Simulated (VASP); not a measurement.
# Al in VASP: a series of runs, part 2 of 2

VASP 6.6.1. The steps go on from the part before.

### 3 Single point, r2SCAN+D3(BJ)

File POSCAR:

```
Al
1.0
    5.7275650000      0.0000000000      0.0000000000
    4.2956740000      7.4403250000      0.0000000000
    0.0000000000      0.0000000000     16.6765370000
Al
19
Direct
    0.1666665958      0.1111111410      0.0599644878
    0.6666666831      0.1111111410      0.0599644878
    0.1666667458      0.4444444295      0.0599644878
    0.6666666585      0.4444444295      0.0599644878
    0.1666666204      0.7777778524      0.0599644878
    0.6666667077      0.7777778524      0.0599644878
   -0.1728678391      0.2195478020      0.1974870442
    0.3247522601      0.2217128956      0.1979840899
   -0.1737596556      0.5545592430      0.1971261180
    0.3250404614      0.5550143307      0.1959015232
   -0.1699231330      0.8869862540      0.1966106632
    0.3335551875      0.8887771704      0.1969326725
    0.0163079017     -0.0120841495      0.3313006771
    0.5081334402      0.0022626700      0.3367841297
   -0.0248840838      0.3318660139      0.3374739612
    0.4612209746      0.3499511110      0.3313148887
   -0.0148885498      0.6665724952      0.3339054145
    0.4935650711      0.6696911761      0.3333187820
    0.7187994015      0.1584211711      0.4592512822
```

File INCAR.step1:

```
SYSTEM = Al
  PREC = Accurate
  ENCUT = 520
  ISMEAR = 0
  SIGMA = 0.05
  LREAL = Auto
  LASPH = .True.
  NELM = 100
  NBANDS = 44
  GGA = PE
  ALGO = Normal
  EDIFF = 1E-4
  LWAVE = .True.
  LCHARG = .False.
```

File INCAR.step2:

```
SYSTEM = Al
  PREC = Accurate
  ENCUT = 520
  EDIFF = 1E-6
  ISMEAR = 0
  SIGMA = 0.05
  LREAL = Auto
  LASPH = .True.
  NELM = 100
  ALGO = Normal
  ISIF = 2
  LWAVE = .False.
  LCHARG = .True.
  METAGGA = R2SCAN
  LMIXTAU = .True.
  IVDW = 12
  VDW_S6 = 1.0
  VDW_S8 = 0.78981345
  VDW_A1 = 0.49484001
  VDW_A2 = 5.73083694
  LELF = .True.
  LVHAR = .True.
  NBANDS = 44
  ISTART = 1
```

File KPOINTS:

```
Automatic mesh
0
Gamma
  4 3 1
  0 0 0
```

Potentials or basis: VASP PAW PBE potentials, release 64 (Al).

Launch:

```console
cat potpaw_PBE.64/Al/POTCAR > POTCAR
cp INCAR.step1 INCAR
mpirun -np 1 vasp_std > vasp.out
cp INCAR.step2 INCAR
mpirun -np 1 vasp_std > vasp.out
```

OUTCAR:

```text
SYSTEM = Al
   PREC = Accurate
   ENCUT = 520
   EDIFF = 1E-6
   ISMEAR = 0
   LREAL = Auto
   LASPH = .True.
   NELM = 100
   ISIF = 2
   METAGGA = R2SCAN
   IVDW = 12
   ISTART = 1
 IVDW          = 12

 ion  position               nearest neighbor table
   1  0.167  0.111  0.060-   8 2.81  12 2.82   7 2.85   2 2.86   4 2.86   5 2.86   3 2.86   6 2.86
                             2 2.86
   2  0.667  0.111  0.060-   7 2.80  11 2.82   8 2.86   1 2.86   4 2.86   3 2.86   5 2.86   6 2.86
                             1 2.86
   3  0.167  0.444  0.060-  10 2.78   8 2.84   9 2.84   4 2.86   2 2.86   1 2.86   5 2.86   6 2.86
                             4 2.86
   4  0.667  0.444  0.060-   9 2.80  10 2.83   7 2.84   3 2.86   2 2.86   1 2.86   5 2.86   3 2.86
                             6 2.86
   5  0.167  0.778  0.060-  10 2.81  12 2.82  11 2.83   6 2.86   2 2.86   1 2.86   3 2.86   4 2.86
                             6 2.86
   6  0.667  0.778  0.060-  11 2.80  12 2.82   9 2.83   5 2.86   2 2.86   1 2.86   3 2.86   5 2.86
                             4 2.86
   7  0.827  0.220  0.197-   2 2.80  15 2.81  13 2.82   4 2.84   1 2.85  11 2.85   8 2.86   8 2.87
                            12 2.87   9 2.88  16 2.88  10 2.88
   8  0.325  0.222  0.198-  16 2.76   1 2.81  14 2.83  12 2.84   3 2.84   9 2.86   2 2.86   7 2.86
                            10 2.86   7 2.87  11 2.89  15 2.90
   9  0.826  0.555  0.197-   4 2.80  17 2.80  18 2.81   6 2.83   3 2.84  12 2.85   8 2.86  10 2.86
[... 4 lines left out ...]
                             7 2.85   9 2.87   8 2.89  12 2.89
  12  0.334  0.889  0.197-  13 2.74  18 2.80   6 2.82   5 2.82   1 2.82   8 2.84  11 2.84   9 2.85
                             7 2.87  11 2.89  14 2.89  10 2.89
  13  0.016  0.988  0.331-  19 2.67  18 2.73  12 2.74  11 2.80   7 2.82  15 2.85  14 2.85  17 2.85
                            14 2.88  16 3.15
  14  0.508  0.002  0.337-  17 2.81  11 2.83   8 2.83  13 2.85  16 2.86  13 2.88  12 2.89  18 2.90
                            15 2.95  19 3.01
  15  0.975  0.332  0.337-   7 2.81  18 2.83  13 2.85  16 2.87   9 2.87  16 2.87   8 2.90  17 2.91
                            14 2.95  19 3.27
  16  0.461  0.350  0.331-  19 2.65  17 2.72  10 2.73   8 2.76  18 2.84  14 2.86  15 2.87  15 2.87
                             7 2.88  13 3.15
  17  0.985  0.667  0.334-  16 2.72   9 2.80  18 2.80  14 2.81  11 2.82  10 2.85  13 2.85  15 2.91
                            18 2.93
  18  0.494  0.670  0.333-  13 2.73  12 2.80  17 2.80   9 2.81  15 2.83  16 2.84  10 2.85  14 2.90
                            17 2.93
[... 190 lines left out ...]
  volume of cell :      710.67
 maximum number of plane-waves:     19172
 NGX is ok and might be reduce to    48
   NGX = 21   NGY = 31   NGZ = 63

 number of electron      57.0000000 magnetization

 Free energy of the ion-electron system (eV)
  ---------------------------------------------------
  ext. energy  EPLUGINS =         0.00000000
  ---------------------------------------------------
  free energy    TOTEN  =      -122.12414774 eV

  energy without entropy =     -122.11596211  energy(sigma->0) =     -122.12005493

 E-fermi :   1.2414     XC(G=0):  -5.8422

 val. band max:        1.2160139685   @ k =  -0.2500   0.3333   0.0000
 cond. band min:       1.2677067291   @ k =   0.2500   0.3333   0.0000
 fundamental gap:      0.0516927606
 Fermi energy:         1.2414480503

 k-point     1 :       0.0000    0.0000    0.0000
  band No.  band energies     occupation
      1     -10.0597      2.00000
      2      -8.2756      2.00000
      3      -7.2668      2.00000
      4      -7.2456      2.00000
      5      -5.7766      2.00000
      6      -5.4730      2.00000
[... 290 lines left out ...]
     39       3.6613      0.00000
     40       3.8393      0.00000
 [bands above 40 left out]

------------------------ aborting loop because EDIFF is reached ----------------------------------------

 Edisp (eV)   -1.90659

 E8    (eV) :    -0.7098

  FORCE on cell =-STRESS in cart. coord.  units (eV):
  Direction    XX          YY          ZZ          XY          YZ          ZX
  --------------------------------------------------------------------------------------
  -------------------------------------------------------------------------------------
  Total     -14.24210   -12.06585    -0.41434     0.35438     0.03147     0.39336
  in kB     -32.10826   -27.20199    -0.93411     0.79895     0.07095     0.88681
  external pressure =      -20.08 kB  Pullay stress =        0.00 kB

 VOLUME and BASIS-vectors are now :
 -----------------------------------------------------------------------------
  energy-cutoff  :      520.00
  volume of cell :      710.67
      direct lattice vectors                 reciprocal lattice vectors
     5.727565000  0.000000000  0.000000000     0.174594265 -0.100802054  0.000000000
     4.295674000  7.440325000  0.000000000     0.000000000  0.134402731  0.000000000
     0.000000000  0.000000000 16.676537000     0.000000000  0.000000000  0.059964488

 POSITION                                       TOTAL-FORCE (eV/Angst)
 -----------------------------------------------------------------------------------
      1.43189      0.82670      1.00000        -0.026420      0.012321      0.081146
      4.29567      0.82670      1.00000         0.053269      0.010891     -0.025168
      2.86378      3.30681      1.00000         0.037945     -0.082405      0.021249
      5.72757      3.30681      1.00000        -0.089583     -0.061908     -0.029343
      4.29567      5.78692      1.00000        -0.069523      0.086180     -0.052152
      7.15946      5.78692      1.00000         0.047518      0.023063      0.058269
[... 11 lines left out ...]
      5.70370      4.98272      5.55860        -0.001267      0.001323     -0.011007
      4.79750      1.17870      7.65872         0.077798     -0.001995     -0.003809
 -----------------------------------------------------------------------------------
    total drift:                                0.006008     -0.000776      0.000941

  FREE ENERGIE OF THE ION-ELECTRON SYSTEM (eV)
  ---------------------------------------------------
  free  energy   TOTEN  =      -124.0307375208 eV

  energy  without entropy=     -124.0225518867  energy(sigma->0) =     -124.02664470
```

OSZICAR.step1:

```text
N       E                     dE             d eps       ncg     rms          rms(c)
DAV:   1     0.161672846137E+03    0.16167E+03   -0.17400E+04   616   0.933E+02
DAV:   2    -0.561518648563E+02   -0.21782E+03   -0.20718E+03   788   0.155E+02
DAV:   3    -0.691954880294E+02   -0.13044E+02   -0.12620E+02   816   0.349E+01
DAV:   4    -0.697350518535E+02   -0.53956E+00   -0.53779E+00   976   0.815E+00
DAV:   5    -0.697515709836E+02   -0.16519E-01   -0.16512E-01   940   0.140E+00    0.667E+00
DAV:   6    -0.664849530537E+02    0.32666E+01   -0.14222E+01   732   0.805E+00    0.363E+00
DAV:   7    -0.662284581636E+02    0.25649E+00   -0.10290E+00   756   0.347E+00    0.198E+00
DAV:   8    -0.661144749300E+02    0.11398E+00   -0.41217E-01   780   0.237E+00    0.106E+00
DAV:   9    -0.660502543510E+02    0.64221E-01   -0.16079E-01   768   0.142E+00    0.455E-01
DAV:  10    -0.660357058822E+02    0.14548E-01   -0.43074E-02   816   0.619E-01    0.269E-01
DAV:  11    -0.660316780463E+02    0.40278E-02   -0.47212E-03   784   0.244E-01    0.186E-01
DAV:  12    -0.660283926460E+02    0.32854E-02   -0.42166E-03   736   0.158E-01    0.723E-02
DAV:  13    -0.660290997478E+02   -0.70710E-03   -0.18900E-03   704   0.104E-01    0.494E-02
DAV:  14    -0.660314055918E+02   -0.23058E-02   -0.11442E-03   680   0.971E-02    0.325E-02
DAV:  15    -0.660327272802E+02   -0.13217E-02   -0.21523E-04   576   0.588E-02    0.141E-02
DAV:  16    -0.660336051014E+02   -0.87782E-03   -0.11620E-04   552   0.351E-02    0.103E-02
DAV:  17    -0.660337373481E+02   -0.13225E-03   -0.20892E-05   476   0.169E-02    0.331E-03
DAV:  18    -0.660337501962E+02   -0.12848E-04   -0.54776E-06   372   0.907E-03
   1 F= -.66033750E+02 E0= -.66030796E+02  d E =-.590886E-02
```

It took 69 min on 1 thread of Intel Xeon 8259CL, shared host; peak memory 0.92 GiB.

What came out:

```
Free energy                : -124.0307 eV
Largest force              : 0.122 eV/Å
Band gap on the k mesh     : zero (an odd number of electrons rules out a gap without spin polarisation)
Dispersion energy per atom : -0.100 eV
```

Forces in eV/Å, atoms in the order of the input:
```
Al  -0.026  0.012  0.081
Al   0.053  0.011 -0.025
Al   0.038 -0.082  0.021
Al  -0.090 -0.062 -0.029
Al  -0.070  0.086 -0.052
Al   0.048  0.023  0.058
Al  -0.005  0.002 -0.001
Al  -0.002  0.002  0.001
Al  -0.004 -0.001  0.004
Al  -0.006  0.000  0.005
Al  -0.001  0.003  0.002
Al   0.004 -0.001 -0.002
Al   0.011 -0.002 -0.006
Al   0.012  0.005 -0.003
Al  -0.014  0.000 -0.008
Al  -0.020  0.010 -0.019
Al  -0.004 -0.005 -0.011
Al  -0.001  0.001 -0.011
Al   0.078 -0.002 -0.004
```

Caveat: there is no dipole correction, which matters where the two faces differ; the PAW data sets were made with another functional, which shifts forces and pressure a little.

### 4 Single point, r2SCAN+D3(BJ)

File POSCAR:

```
Al
1.0
    5.7275650000      0.0000000000      0.0000000000
    4.2956740000      7.4403250000      0.0000000000
    0.0000000000      0.0000000000     16.6765370000
Al
19
Direct
    0.1666665958      0.1111111410      0.0599644878
    0.6666666831      0.1111111410      0.0599644878
    0.1666667458      0.4444444295      0.0599644878
    0.6666666585      0.4444444295      0.0599644878
    0.1666666204      0.7777778524      0.0599644878
    0.6666667077      0.7777778524      0.0599644878
   -0.1689707187      0.2218917856      0.1975113898
    0.3301857720      0.2210885949      0.1978587641
   -0.1727042421      0.5587495170      0.1968785846
    0.3306594468      0.5545580334      0.1961569719
   -0.1690535360      0.8880085211      0.1965624518
    0.3317744472      0.8903858366      0.1966516789
    0.0055683307     -0.0076514131      0.3322869130
    0.4994451481     -0.0006447299      0.3355833408
   -0.0081654654      0.3403680619      0.3335160651
    0.4786717722      0.3430058499      0.3326883153
   -0.0092315788      0.6696894289      0.3338596017
    0.4910944118      0.6715232198      0.3334728907
    0.8218198184      0.2162260385      0.4584397828
```

File INCAR.step1:

```
PREC = Accurate
ENCUT = 520
ISMEAR = 0
SIGMA = 0.05
LREAL = Auto
LASPH = True
NELM = 80
NBANDS = 44
GGA = PE
ALGO = Normal
EDIFF = 1E-4
LWAVE = True
LCHARG = False
```

File INCAR.step2:

```
PREC = Accurate
ENCUT = 520
EDIFF = 1E-6
ISMEAR = 0
SIGMA = 0.05
LREAL = Auto
LASPH = True
NELM = 80
ALGO = Normal
ISIF = 2
LWAVE = False
LCHARG = False
METAGGA = R2SCAN
LMIXTAU = True
IVDW = 12
VDW_S6 = 1.0
VDW_S8 = 0.78981345
VDW_A1 = 0.49484001
VDW_A2 = 5.73083694
NBANDS = 44
ISTART = 1
```

File KPOINTS:

```
Automatic mesh
0
Gamma
  4 3 1
```

Potentials or basis: VASP PAW PBE potentials, release 64 (Al).

Launch:

```console
cat potpaw_PBE.64/Al/POTCAR > POTCAR
cp INCAR.step1 INCAR
mpirun -np 1 vasp_std > vasp.out
cp INCAR.step2 INCAR
mpirun -np 1 vasp_std > vasp.out
```

OUTCAR:

```text
PREC = Accurate
   ENCUT = 520
   EDIFF = 1E-6
   ISMEAR = 0
   LREAL = Auto
   LASPH = True
   NELM = 80
   ISIF = 2
   METAGGA = R2SCAN
   IVDW = 12
   ISTART = 1
 IVDW          = 12

 ion  position               nearest neighbor table
   1  0.167  0.111  0.060-  12 2.81   8 2.82   7 2.83   2 2.86   4 2.86   5 2.86   3 2.86   6 2.86
                             2 2.86
   2  0.667  0.111  0.060-  11 2.82   7 2.82   8 2.84   1 2.86   4 2.86   3 2.86   5 2.86   6 2.86
                             1 2.86
   3  0.167  0.444  0.060-  10 2.80   9 2.84   8 2.84   4 2.86   2 2.86   1 2.86   5 2.86   6 2.86
                             4 2.86
   4  0.667  0.444  0.060-   9 2.82  10 2.82   7 2.83   3 2.86   2 2.86   1 2.86   5 2.86   3 2.86
                             6 2.86
   5  0.167  0.778  0.060-  10 2.81  12 2.82  11 2.82   6 2.86   2 2.86   1 2.86   3 2.86   4 2.86
                             6 2.86
   6  0.667  0.778  0.060-  11 2.80   9 2.81  12 2.82   5 2.86   2 2.86   1 2.86   3 2.86   5 2.86
                             4 2.86
   7  0.831  0.222  0.198-   2 2.82  15 2.82  13 2.82   4 2.83   1 2.83  16 2.85   8 2.86  12 2.86
                            10 2.86  11 2.87   8 2.87   9 2.88
[... 238 lines left out ...]
      3      -7.2785      2.00000
      4      -7.2516      2.00000
      5      -5.7807      2.00000
      6      -5.4709      2.00000
[... 290 lines left out ...]
     39       3.6459      0.00000
     40       3.8274      0.00000
 [bands above 40 left out]

------------------------ aborting loop because EDIFF is reached ----------------------------------------

 Edisp (eV)   -1.90372

 E8    (eV) :    -0.7089

  FORCE on cell =-STRESS in cart. coord.  units (eV):
  Direction    XX          YY          ZZ          XY          YZ          ZX
  --------------------------------------------------------------------------------------
  -------------------------------------------------------------------------------------
  Total     -13.56642   -12.52031    -0.39543     1.23757    -0.03916    -0.00567
  in kB     -30.58496   -28.22656    -0.89148     2.79005    -0.08827    -0.01279
  external pressure =      -19.90 kB  Pullay stress =        0.00 kB

 VOLUME and BASIS-vectors are now :
 -----------------------------------------------------------------------------
  energy-cutoff  :      520.00
  volume of cell :      710.67
      direct lattice vectors                 reciprocal lattice vectors
     5.727565000  0.000000000  0.000000000     0.174594265 -0.100802054  0.000000000
     4.295674000  7.440325000  0.000000000     0.000000000  0.134402731  0.000000000
     0.000000000  0.000000000 16.676537000     0.000000000  0.000000000  0.059964488

 POSITION                                       TOTAL-FORCE (eV/Angst)
 -----------------------------------------------------------------------------------
      1.43189      0.82670      1.00000        -0.085948     -0.007236      0.014743
      4.29567      0.82670      1.00000         0.095283     -0.004044      0.004456
      2.86378      3.30681      1.00000         0.052514     -0.041854      0.039316
      5.72757      3.30681      1.00000        -0.044939     -0.035646     -0.025350
      4.29567      5.78692      1.00000        -0.040152      0.084236     -0.052886
      7.15946      5.78692      1.00000         0.024487      0.008261      0.064411
[... 11 lines left out ...]
      5.69742      4.99635      5.56117         0.000116     -0.004504     -0.011508
      5.63586      1.60879      7.64519        -0.003711     -0.004091     -0.007411
 -----------------------------------------------------------------------------------
    total drift:                               -0.011300     -0.000071      0.006423

  FREE ENERGIE OF THE ION-ELECTRON SYSTEM (eV)
  ---------------------------------------------------
  free  energy   TOTEN  =      -124.0780361607 eV

  energy  without entropy=     -124.0664329456  energy(sigma->0) =     -124.07223455
```

OUTCAR.step1:

```text
PREC = Accurate
   ENCUT = 520
   ISMEAR = 0
   LREAL = Auto
   LASPH = True
   NELM = 80
[... 579 lines left out ...]
      4.29567      5.78692      1.00000        -0.029865      0.069226     -0.217142
      7.15946      5.78692      1.00000         0.021827     -0.006288     -0.104107
[... 11 lines left out ...]
      5.69742      4.99635      5.56117         0.000574     -0.012995      0.163357
      5.63586      1.60879      7.64519        -0.007195      0.000456      0.123938
 -----------------------------------------------------------------------------------
    total drift:                               -0.010849      0.000310      0.006891

  FREE ENERGIE OF THE ION-ELECTRON SYSTEM (eV)
  ---------------------------------------------------
  free  energy   TOTEN  =       -66.0689610173 eV

  energy  without entropy=      -66.0605323114  energy(sigma->0) =      -66.06474666
```

It took 63 min on 1 thread of Intel Xeon 8259CL, shared host; peak memory 0.9 GiB.

What came out:

```
Free energy                : -124.0780 eV
Largest force              : 0.107 eV/Å
Band gap on the k mesh     : zero (an odd number of electrons rules out a gap without spin polarisation)
Dispersion energy per atom : -0.100 eV
```

Forces on the atoms (eV/Å):
```
Al  -0.086 -0.007  0.015
Al   0.095 -0.004  0.004
Al   0.053 -0.042  0.039
Al  -0.045 -0.036 -0.025
Al  -0.040  0.084 -0.053
Al   0.024  0.008  0.064
Al  -0.004  0.003 -0.004
Al   0.002  0.007 -0.002
Al   0.004 -0.002  0.001
Al  -0.002 -0.005  0.002
Al   0.003  0.003  0.004
Al  -0.003 -0.001 -0.001
Al   0.001 -0.004 -0.001
Al   0.000  0.000 -0.007
Al   0.004  0.003 -0.007
Al  -0.003  0.003 -0.003
Al   0.001 -0.002 -0.008
Al   0.000 -0.005 -0.012
Al  -0.004 -0.004 -0.007
```

Levels at points of the mesh, in eV from the Fermi level:
| k point | band 25 | band 26 | band 27 | band 28 | band 29 | band 30 | band 31 | band 32 | band 33 | band 34 |
| --- | --- | --- | --- | --- | --- | --- | --- | --- | --- | --- |
| (0.00, 0.00, 0.00) | -0.72 | -0.64 | -0.52 | -0.46 | -0.33 | -0.19 | -0.14 | 0.78 | 1.00 | 1.09 |
| (0.50, 0.00, 0.00) | -1.08 | -1.07 | -0.57 | -0.31 | -0.04 | 0.70 | 0.95 | 1.10 | 1.12 | 1.40 |

Caveat: there is no dipole correction, which matters where the two faces differ; the PAW data sets were made with another functional, which shifts forces and pressure a little.

### 5 The runs side by side

| cell | gap on the mesh (eV) | largest force (eV/Å) |
| --- | --- | --- |
| as given, atomic positions A | none | 0.07 |
| as given, atomic positions B | none | 0.12 |
| as given, atomic positions C | none | 0.11 |

Alike in all rows: task single point; level r2SCAN+D3(BJ); potentials or basis VASP PAW PBE potentials, release 64 (Al); no spin polarisation; k mesh 4 × 3 × 1; cutoff (eV) 520; smearing gaussian 0.05 eV.

Caveats: there is no dipole correction, which matters where the two faces differ; the PAW data sets were made with another functional, which shifts forces and pressure a little.

Absolute energies hang on the potentials; compare differences alone.

The gap in the log of VASP goes by the Fermi energy; the results here count the filled bands.